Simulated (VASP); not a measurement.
Write the native input for VASP 6.6.1 that does the following.

```yaml
Task: single point
Functional: PBE
Potentials_or_basis: VASP PAW PBE potentials, release 64 (Bi_d, O)
Cutoff: 520 eV
k_mesh: 6 × 6 × 6
Occupations: gaussian, width 0.1 eV
Spin: no spin polarisation
Dipole_correction: no
Further_INCAR_settings: ALGO = Normal; EDIFF = 1e-06; NBANDS = 34
```

The structure of Bi3O lies in POSCAR:

```
Bi3O
1.0
   -2.2387510501      2.2387510501      5.0008465015
    2.2387510501     -2.2387510501      5.0008465015
    2.2387510501      2.2387510501     -5.0008465015
Bi O
3 1
Direct
    0.5000000000      0.5000000000      0.0000000000
    0.2500000000      0.7500000000      0.5000000000
    0.7500000000      0.2500000000      0.5000000000
    0.0000000000      0.0000000000      0.0000000000
```

These files were run (other wordings do the same):

INCAR

```
PREC = Accurate ; ENCUT = 520
EDIFF = 1E-6 ; ISMEAR = 0
SIGMA = 0.1 ; LREAL = F
LASPH = T ; NELM = 80
ALGO = Normal ; ISIF = 2
LWAVE = F ; LCHARG = T
GGA = PE ; LELF = T
LVHAR = T ; NBANDS = 34
```

KPOINTS

```
regular mesh
0
Gamma
  6 6 6
```

Potentials or basis: VASP PAW PBE potentials, release 64 (Bi_d, O).

Launch:

```sh
$ cat potpaw_PBE.64/Bi_d/POTCAR potpaw_PBE.64/O/POTCAR > POTCAR
$ mpirun -np 1 vasp_std > vasp.out
```

Results of the run:

```yaml
Pressure: 0.3 GPa
Band_gap_on_the_k_mesh: zero (an odd number of electrons rules out a gap without spin polarisation)
```

Caveat: spin-orbit coupling is left out, which moves the levels of the heavy elements; an odd number of electrons without spin polarisation forces a metal; a magnetic or distorted state may lie lower.

Run time: 3.1 min on 1 thread of AMD EPYC 9R45 96-Core Processor (Zen 5), on a shared host, peak memory 0.32 GiB.
